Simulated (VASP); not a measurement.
Input of a VASP 6.6.1 run:

INCAR

```
ALGO     = Normal         # electronic algorithm
EDIFF    = 1E-6           # SCF threshold, eV
ENCUT    = 520            # plane-wave cutoff, eV
GGA      = PE             # functional
ISIF     = 2              # what is computed and relaxed
ISMEAR   = 0              # smearing method
LASPH    = T              # aspherical terms in the spheres
LCHARG   = T              # write CHGCAR
LELF     = T              # ELF
LREAL    = F              # projectors in reciprocal space
LVHAR    = T            
LWAVE    = F              # write WAVECAR
NBANDS   = 21             # bands
NELM     = 100            # most SCF steps
PREC     = Accurate       # precision mode
SIGMA    = 0.1            # smearing width, eV
```

The input KPOINTS:

```
k-points
0
Gamma
  10 10 10
```

POSCAR

```
Si
1.0
   -3.5917654535      3.5917654535      2.0961401822
    3.5917654535     -3.5917654535      2.0961401822
    3.5917654535      3.5917654535     -2.0961401822
Si
6
Direct
    0.5000000000      0.5000000000      0.0000000000
    0.2500000000      0.7500000000      0.5000000000
    0.8367247652      0.6250000000      0.7117247652
    0.9132752348      0.1250000000      0.2882752348
    0.3750000000      0.1632752348      0.2882752348
    0.8750000000      0.0867247652      0.7117247652
```

Potentials or basis: VASP PAW PBE potentials, release 64 (Si).

Command:

```sh
$ cat potpaw_PBE.64/Si/POTCAR > POTCAR
$ mpirun -np 1 vasp_std > vasp.out
```

(1) Predict the pressure.

(2) What does it give for the band gap on the k mesh?

## Answers

(1) -0.1 GPa.

(2) zero (bands 12 and 13 overlap by 2.38 eV).
